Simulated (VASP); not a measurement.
# TiSi16 (a cell with a defect) in VASP: single point with PBE

Aim: the single point of TiSi16 (a cell with a defect) with PBE.

Program: VASP 6.6.1. These are calculated values, not measurements. Logs are shortened: lines on timing, memory, paths and dates and some standing lists are left out, and cuts for length are marked.

## Step 1: The cell of the first run

The cell holds a defect, 17 atoms: a = 7.679 Å, b = 7.679 Å, c = 7.679 Å, α = 60.00°, β = 60.00°, γ = 60.00°.

## Step 2: Single point, PBE

File INCAR:

```
PREC = Accurate ; ENCUT = 520
EDIFF = 1E-6 ; ISMEAR = -1
SIGMA = 0.05 ; LREAL = Auto
LASPH = True ; NELM = 100
ALGO = Normal ; ISIF = 2
LWAVE = False ; LCHARG = False
GGA = PE ; NBANDS = 52
```

File KPOINTS:

```
regular mesh
0
Gamma
  2 2 2
```

File POSCAR:

```
TiSi16
1.0
    0.0000000000      5.4300000000      5.4300000000
    5.4300000000      0.0000000000      5.4300000000
    5.4300000000      5.4300000000      0.0000000000
Si Ti
16 1
Direct
    0.0012726599     -0.0040786531      0.0021112541
    0.1216709606      0.1288664431      0.1217708001
   -0.0120991437      0.0039581231      0.5042324865
    0.1210347237      0.1285670673      0.6291951505
    0.0012096814      0.5017374629      0.0023365400
    0.1247588481      0.6252809985      0.1258781473
    0.0012085719      0.5015433901      0.4965333210
    0.1214290662      0.6213876351      0.6294973915
    0.5039273832      0.0042322386     -0.0118310141
    0.6283339155      0.1288544540      0.1213709163
    0.5039539868      0.0039076115      0.5040242715
    0.6248928483      0.1248206916      0.6250688197
    0.4953936870      0.5017339897      0.0022417054
    0.6282822375      0.6219722892      0.1221155588
    0.5038761382      0.4878884110      0.5044563767
    0.6282223836      0.6210969141      0.6293741522
    0.3748249518      0.8750841334      0.3755430225
```

Potentials or basis: VASP PAW PBE potentials, release 64 (Si, Ti_sv).

Started as:

```bash
$ cat potpaw_PBE.64/Si/POTCAR potpaw_PBE.64/Ti_sv/POTCAR > POTCAR
$ mpirun -np 1 vasp_std > vasp.out
```

OUTCAR:

```text
PREC = Accurate
   ENCUT = 520
   EDIFF = 1E-6
   ISMEAR = -1
   LREAL = Auto
   LASPH = True
   NELM = 100
   ISIF = 2
   GGA = PE

 ion  position               nearest neighbor table
   1  0.001  0.996  0.002-   6 2.32   4 2.34  10 2.34   2 2.34
   2  0.122  0.129  0.122-   5 2.34   1 2.34   9 2.40   3 2.40  17 2.75
   3  0.988  0.004  0.504-  12 2.28   2 2.40   8 2.40   4 2.40  17 2.43
   4  0.121  0.129  0.629-   1 2.34   7 2.34   3 2.40  11 2.40  17 2.75
   5  0.001  0.502  0.002-   6 2.32   8 2.34   2 2.34  14 2.34
   6  0.125  0.625  0.126-   5 2.32  13 2.32   1 2.32   7 2.32
   7  0.001  0.502  0.497-   6 2.32   4 2.34  16 2.34   8 2.34
   8  0.121  0.621  0.629-   5 2.34   7 2.34  15 2.40   3 2.40  17 2.75
   9  0.504  0.004  0.988-  12 2.28  10 2.40   2 2.40  14 2.40  17 2.43
  10  0.628  0.129  0.121-  13 2.34   1 2.34   9 2.40  11 2.40  17 2.75
  11  0.504  0.004  0.504-  12 2.28  10 2.40  16 2.40   4 2.40  17 2.42
  12  0.625  0.125  0.625-  11 2.28   3 2.28  15 2.28   9 2.28
  13  0.495  0.502  0.002-   6 2.32  16 2.34  10 2.34  14 2.34
  14  0.628  0.622  0.122-   5 2.34  13 2.34   9 2.40  15 2.40  17 2.75
  15  0.504  0.488  0.504-  12 2.28  14 2.40   8 2.40  16 2.40  17 2.43
  16  0.628  0.621  0.629-  13 2.34   7 2.34  15 2.40  11 2.40  17 2.75
  17  0.375  0.875  0.376-  11 2.42   3 2.43  15 2.43   9 2.43  14 2.75   2 2.75   8 2.75   4 2.75
                            16 2.75  10 2.75

  LATTYP: Found a face centered cubic cell.
 ALAT       =    10.8600000000

  Lattice vectors:

 A1 = (   0.0000000000,   5.4300000000,   5.4300000000)
 A2 = (   5.4300000000,   0.0000000000,   5.4300000000)
 A3 = (   5.4300000000,   5.4300000000,   0.0000000000)

Analysis of symmetry for initial positions (statically):
=====================================================================
 Subroutine PRICEL returns:
 Original cell was already a primitive cell.

 Routine SETGRP: Setting up the symmetry group for a
 face centered cubic supercell.

 Subroutine GETGRP returns: Found  1 space group operations
 (whereof  1 operations were pure point group operations)
 out of a pool of 48 trial point group operations.

The static configuration has the point symmetry C_1 .

Analysis of symmetry for dynamics (positions and initial velocities):
=====================================================================
 Subroutine PRICEL returns:
 Original cell was already a primitive cell.

 Routine SETGRP: Setting up the symmetry group for a
 face centered cubic supercell.

 Subroutine GETGRP returns: Found  1 space group operations
 (whereof  1 operations were pure point group operations)
 out of a pool of 48 trial point group operations.

The dynamic configuration has the point symmetry C_1 .

 Subroutine INISYM returns: Found  1 space group operations
 (whereof  1 operations are pure point group operations),
 and found     1 'primitive' translations

----------------------------------------------------------------------------------------

                                     Primitive cell

  volume of cell :     320.2060

  direct lattice vectors                    reciprocal lattice vectors
     0.000000000  5.430000000  5.430000000    -0.092081031  0.092081031  0.092081031
     5.430000000  0.000000000  5.430000000     0.092081031 -0.092081031  0.092081031
     5.430000000  5.430000000  0.000000000     0.092081031  0.092081031 -0.092081031

  length of vectors
     7.679179644  7.679179644  7.679179644     0.159489025  0.159489025  0.159489025

  position of ions in fractional coordinates (direct lattice)
     0.001272660  0.995921347  0.002111254
     0.121670961  0.128866443  0.121770800
     0.987900856  0.003958123  0.504232487
     0.121034724  0.128567067  0.629195151
     0.001209681  0.501737463  0.002336540
     0.124758848  0.625280999  0.125878147
[... 9 lines left out ...]
     0.628222384  0.621096914  0.629374152
     0.374824952  0.875084133  0.375543022

  ion indices of the primitive-cell ions
   primitive index   ion index
                 1           1
                 2           2
                 3           3
                 4           4
                 5           5
                 6           6
[... 9 lines left out ...]
                16          16
                17          17

----------------------------------------------------------------------------------------

 KPOINTS: regular mesh

Automatic generation of k-mesh.
 Grid dimensions read from file:
 generate k-points for:    2    2    2

 Generating k-lattice:

  Cartesian coordinates                     Fractional coordinates (reciprocal lattice)
    -0.046040516  0.046040516  0.046040516     0.500000000  0.000000000  0.000000000
     0.046040516 -0.046040516  0.046040516     0.000000000  0.500000000  0.000000000
     0.046040516  0.046040516 -0.046040516     0.000000000  0.000000000  0.500000000

  Length of vectors
     0.079744512  0.079744512  0.079744512

  Shift w.r.t. Gamma in fractional coordinates (k-lattice)
     0.000000000  0.000000000  0.000000000

 Subroutine IBZKPT returns following result:
 ===========================================

 Found      8 irreducible k-points:

 Following reciprocal coordinates:
            Coordinates               Weight
  0.000000  0.000000  0.000000      1.000000
  0.500000  0.000000  0.000000      1.000000
  0.000000  0.500000  0.000000      1.000000
  0.000000  0.000000  0.500000      1.000000
  0.500000  0.500000  0.500000      1.000000
  0.500000  0.500000  0.000000      1.000000
  0.000000  0.500000  0.500000      1.000000
  0.500000  0.000000  0.500000      1.000000
   k-points           NKPTS =      8   k-points in BZ     NKDIM =      8   number of bands    NBANDS=     52
   number of dos      NEDOS =    301   number of ions     NIONS =     17
   total plane-waves  NPLWV = 216000
   dimension x,y,z NGX =    60 NGY =   60 NGZ =   60
   dimension x,y,z NGXF=   120 NGYF=  120 NGZF=  120
   ions per type =              16   1
   NGX,Y,Z   is equivalent  to a cutoff of  12.99, 12.99, 12.99 a.u.
   NGXF,Y,Z  is equivalent  to a cutoff of  25.98, 25.98, 25.98 a.u.
 SYSTEM =  unknown system
   PREC   = accura    normal or accurate (medium, high low for compatibility)
   ISTART =      0    job   : 0-new  1-cont  2-samecut
   ICHARG =      2    charge: 1-file 2-atom 10-const
   ISPIN  =      1    spin polarized calculation?
   LNONCOLLINEAR =      F non collinear calculations
   LSORBIT =      F    spin-orbit coupling
   LASPH  =      T    aspherical Exc in radial PAW
   ENCUT  =  520.0 eV  38.22 Ry    6.18 a.u.  14.28 14.28 14.28*2*pi/ulx,y,z
   NELM   =    100;   NELMIN=  2; NELMDL= -5     # of ELM steps
   EDIFF  = 0.1E-05   stopping-criterion for ELM
   LREAL  =      T    real-space projection
   EDIFFG = 0.1E-04   stopping-criterion for IOM
   NSW    =      0    number of steps for IOM
   IBRION =     -1    ionic relax: 0-MD 1-quasi-New 2-CG
   NFREE  =      0    steps in history (QN), initial steepest desc. (CG)
   ISIF   =      2    stress and relaxation
   ISYM   =      2    0-nonsym 1-usesym 2-fastsym
   POTIM  = 0.5000    time-step for ionic-motion
   TEBEG  =    0.0;   TEEND  =   0.0 temperature during run
   PSTRESS=    0.0 pullay stress
   NELECT =      76.0000    total number of electrons
   NUPDOWN=      -1.0000    fix difference up-down
   EMIN   =  10.00;   EMAX   =-10.00  energy-range for DOS
   EFERMI =   0.00;   METHOD = LEGACY
   ISMEAR =    -1;   SIGMA  =   0.05  broadening in eV -4-tet -1-fermi 0-gaus
   EFERMI_NEDOS =   21; number of points for ismear=-14 and -15
   IALGO  =     38    algorithm
   IMIX   =      4    mixing-type and parameters
     AMIX     =   0.40;   BMIX     =  1.00
     AMIX_MAG =   1.60;   BMIX_MAG =  1.00
  volume/ion in A,a.u.               =      18.84       127.11
  Fermi-wavevector in a.u.,A,eV,Ry     =   1.013607  1.915439 13.978610  1.027399
  Thomas-Fermi vector in A             =   2.146786
   LORBIT       =      0    0 simple, 1 ext, 2 COOP (PROOUT), +10 PAW based schemes
   GGA     = PE    functional components
   LHFCALC =     F    Hartree Fock is set to
   AEXX    =    0.0000 exact exchange contribution
   IVDW    =     0    specifies the selected vdW correction
   LEPSILON=     F    determine dielectric tensor
   LRPA    =     F    only Hartree local field effects (RPA)
 non-spin polarized calculation
  energy-cutoff  :      520.00
  volume of cell :      320.21
 maximum number of plane-waves:      8646
 NGX is ok and might be reduce to    60
   NGX = 29   NGY = 29   NGZ = 29

 number of electron      75.9999998 magnetization

 Free energy of the ion-electron system (eV)
  ---------------------------------------------------
  ext. energy  EPLUGINS =         0.00000000
  ---------------------------------------------------
  free energy    TOTEN  =       -92.26402117 eV

  energy without entropy =      -92.16646522  energy(sigma->0) =      -92.21524319

 E-fermi :   6.9249     XC(G=0):  -9.7507

 val. band max:        6.8975933216   @ k =   0.0000   0.5000   0.5000
 cond. band min:       6.9631131401   @ k =   0.5000   0.0000   0.0000
 fundamental gap:      0.0655198186
 Fermi energy:         6.9249258541

 k-point     1 :       0.0000    0.0000    0.0000
  band No.  band energies     occupation
      1     -49.8529      2.00000
      2     -26.2273      2.00000
      3     -26.2271      2.00000
      4     -26.2265      2.00000
      5      -5.7205      2.00000
      6      -3.5170      2.00000
[... 42 lines left out ...]
     49       8.1761      0.00000
     50       8.4916      0.00000

 k-point     2 :       0.5000    0.0000    0.0000
  band No.  band energies     occupation
      1     -49.8529      2.00000
      2     -26.2273      2.00000
      3     -26.2271      2.00000
      4     -26.2265      2.00000
      5      -5.0148      2.00000
      6      -4.7991      2.00000
[... 310 lines left out ...]
 k-point     8 :       0.5000    0.0000    0.5000
  band No.  band energies     occupation
      1     -49.8529      2.00000
      2     -26.2273      2.00000
      3     -26.2271      2.00000
      4     -26.2265      2.00000
      5      -4.6949      2.00000
      6      -4.6000      2.00000
[... 42 lines left out ...]
     49       9.8740      0.00000
     50      10.5397      0.00000
 [bands above 50 left out]

------------------------ aborting loop because EDIFF is reached ----------------------------------------

  FORCE on cell =-STRESS in cart. coord.  units (eV):
  Direction    XX          YY          ZZ          XY          YZ          ZX
  --------------------------------------------------------------------------------------
  -------------------------------------------------------------------------------------
  Total        8.0869623      8.0606125      8.0455389      0.0128992     -0.0121630     -0.0061598
  in kB       40.4637863     40.3319428     40.2565208      0.0645420     -0.0608588     -0.0308211
  external PRESSURE =      40.3507500 kB  Pullay stress =       0.0000000 kB

 VOLUME and BASIS-vectors are now :
 -----------------------------------------------------------------------------
  energy-cutoff  :      520.00
  volume of cell :      320.21
      direct lattice vectors                 reciprocal lattice vectors
     0.000000000  5.430000000  5.430000000    -0.092081031  0.092081031  0.092081031
     5.430000000  0.000000000  5.430000000     0.092081031 -0.092081031  0.092081031
     5.430000000  5.430000000  0.000000000     0.092081031  0.092081031 -0.092081031

 POSITION                                       TOTAL-FORCE (eV/Angst)
 -----------------------------------------------------------------------------------
      5.41932      0.01837      5.41476         0.000915     -0.006203      0.004821
      1.36096      1.32189      1.36042         0.000502     -0.010570     -0.009035
      2.75948      8.10228      5.38579        -0.000673      0.023733      0.015717
      4.11465      4.07375      1.35534        -0.014101      0.001084      0.004706
      2.73712      0.01926      2.73100        -0.003258     -0.001301      0.001335
      4.07879      1.36096      4.07272        -0.002245     -0.001512     -0.000412
[... 9 lines left out ...]
      6.79006      6.82875      6.78380         0.000986     -0.008844      0.009364
      6.79091      4.07450      6.78701        -0.006718     -0.002285     -0.006074
 -----------------------------------------------------------------------------------
    total drift:                                0.005836      0.005621     -0.006494

  FREE ENERGIE OF THE ION-ELECTRON SYSTEM (eV)
  ---------------------------------------------------
  free  energy   TOTEN  =       -92.2640211697 eV

  energy  without entropy=      -92.1664652199  energy(sigma->0) =      -92.21524319
```

It took 3.2 min on 1 thread of Intel Xeon 6975P-C (Granite Rapids), shared host; peak memory 0.49 GiB.

What came out:

| Item | Value |
| --- | --- |
| Free energy | -92.2640 eV |
| Pressure | 4.0 GPa |
| Largest force | 0.030 eV/Å |
| Band gap on the k mesh | zero (bands 38 and 39 overlap by 0.44 eV) |

Forces on the atoms (eV/Å):
```
Si   0.001 -0.006  0.005
Si   0.001 -0.011 -0.009
Si  -0.001  0.024  0.016
Si  -0.014  0.001  0.005
Si  -0.003 -0.001  0.001
Si  -0.002 -0.002  0.000
Si   0.004  0.006 -0.008
Si  -0.004 -0.009  0.000
Si   0.021  0.013 -0.006
Si   0.006  0.010 -0.001
Si  -0.003 -0.010 -0.019
Si   0.001  0.000  0.003
Si  -0.005  0.000  0.003
Si  -0.021  0.000 -0.005
Si   0.027 -0.004  0.012
Si   0.001 -0.009  0.009
Ti  -0.007 -0.002 -0.006
```

Levels at points of the mesh, in eV from the Fermi level:
```tsv
k point	band 35	band 36	band 37	band 38	band 39	band 40
(0.00, 0.00, 0.00)	-0.98	-0.98	-0.40	-0.40	-0.39	-0.09
(0.50, 0.00, 0.00)	-1.36	-1.36	-0.27	0.04	0.05	0.45
(0.00, 0.50, 0.00)	-1.36	-1.36	-0.27	0.04	0.05	0.45
(0.00, 0.00, 0.50)	-1.36	-1.36	-0.27	0.04	0.05	0.45
(0.50, 0.50, 0.50)	-1.36	-1.36	-0.27	0.04	0.04	0.45
(0.50, 0.50, 0.00)	-2.00	-1.87	-0.69	-0.03	0.58	0.58
(0.00, 0.50, 0.50)	-2.00	-1.87	-0.69	-0.03	0.58	0.58
(0.50, 0.00, 0.50)	-2.00	-1.87	-0.69	-0.03	0.58	0.58
```

Caveat: the k points lie up to 0.50 Å⁻¹ apart.

The gap in the log of VASP goes by the Fermi energy; the results here count the filled bands.